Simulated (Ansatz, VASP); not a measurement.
# One calculation of ScAl3N3, two programs

Contents of INCAR:

```
SYSTEM = ScAl3N3
  PREC = Accurate
  ENCUT = 600
  EDIFF = 1E-7
  ISMEAR = 0
  SIGMA = 0.2
  LREAL = .False.
  LASPH = .True.
  NELM = 120
  ALGO = Normal
  ISIF = 3
  LWAVE = .False.
  LCHARG = .False.
  GGA = PE
  IBRION = 2
  NSW = 36
  EDIFFG = -0.08
  GGA_COMPAT = .False.
  NELMIN = 4
```

Contents of KPOINTS:

```
regular mesh
0
Gamma
  5 5 3
  0 0 0
```

The input POSCAR:

```
ScAl3N3
1.0
    5.6147891600     -1.6826941700      0.0000000000
    5.6147891600      1.6826941700      0.0000000000
   -0.9190916100      0.0000000000      5.8229710100
Sc Al N
1 3 3
Direct
    0.9334819900      0.9334819900      0.3142690100
    0.6909000300      0.6909000300      0.5814390200
    0.4261035000      0.4261035000      0.8080899700
    0.1952590000      0.1952590000      0.0336630000
    0.0019880000      0.0019880000      0.0165810000
    0.7491235100      0.7491235100      0.2628900100
    0.5031440300      0.5031440300      0.4830670100
```

Input for Ansatz:

```yaml
crystal:
  lattice:
    - [5.61478916, -1.68269417, 0.0]
    - [5.61478916, 1.68269417, 0.0]
    - [-0.91909161, 0.0, 5.82297101]
  atoms:
    - { symbol: Sc, position: [0.93348199, 0.93348199, 0.31426901] }
    - { symbol: Al, position: [0.69090003, 0.69090003, 0.58143902] }
    - { symbol: Al, position: [0.4261035, 0.4261035, 0.80808997] }
    - { symbol: Al, position: [0.195259, 0.195259, 0.033663] }
    - { symbol: "N", position: [0.001988, 0.001988, 0.016581] }
    - { symbol: "N", position: [0.74912351, 0.74912351, 0.26289001] }
    - { symbol: "N", position: [0.50314403, 0.50314403, 0.48306701] }
basis:
  ecutwfc: 420
kpoints:
  mp_grid: { grid: [5, 5, 3] }
hamiltonian:
  xc: pbe
scf:
  occupations: { method: gaussian, width: 0.2 }
  lower_state_search: "off"
output:
  forces: true
  stress: true
  eigenvalues: true
relax:
  adjacent_minimum: "off"
  f_tol: 0.08
  max_steps: 16
  cell: { stress_tol: 0.8 }
```

Change from the starting cell: species swapped into the Ga3Te3As type (Cm, No. 8).

Alike in both runs: task relaxation of cell and atoms; functional PBE; k mesh 5 × 5 × 3; occupations gaussian, width 0.2 eV; no spin polarisation.

|  | VASP | Ansatz |
| --- | --- | --- |
| version | VASP 6.6.1 | Ansatz 0.2.0 |
| potentials or method | VASP PAW PBE potentials, release 64 (Sc_sv, Al, N), cutoff 600 eV | scalar-relativistic, plane waves, PAW |
| valence electrons in the cell | 35 | 35 |

|  | VASP | Ansatz | Ansatz less VASP |
| --- | --- | --- | --- |
| gap on the k mesh at the Fermi level, each at its own relaxed structure (eV) | none | none | - |
| relaxed volume (Å³/atom) | 13.27 | 13.27 | +0.002 |
| relaxed length of the cell vector where the two differ most in proportion (Å) | 5.706 | 5.691 | -0.0149 |

A gap of «none» marks a metal or a gap that the smearing closes.

The k mesh is coarse, so the values compare programs but aren't converged. Noted on VASP's run: the volume moved by over 15 % at a fixed basis, so the end points are rough.
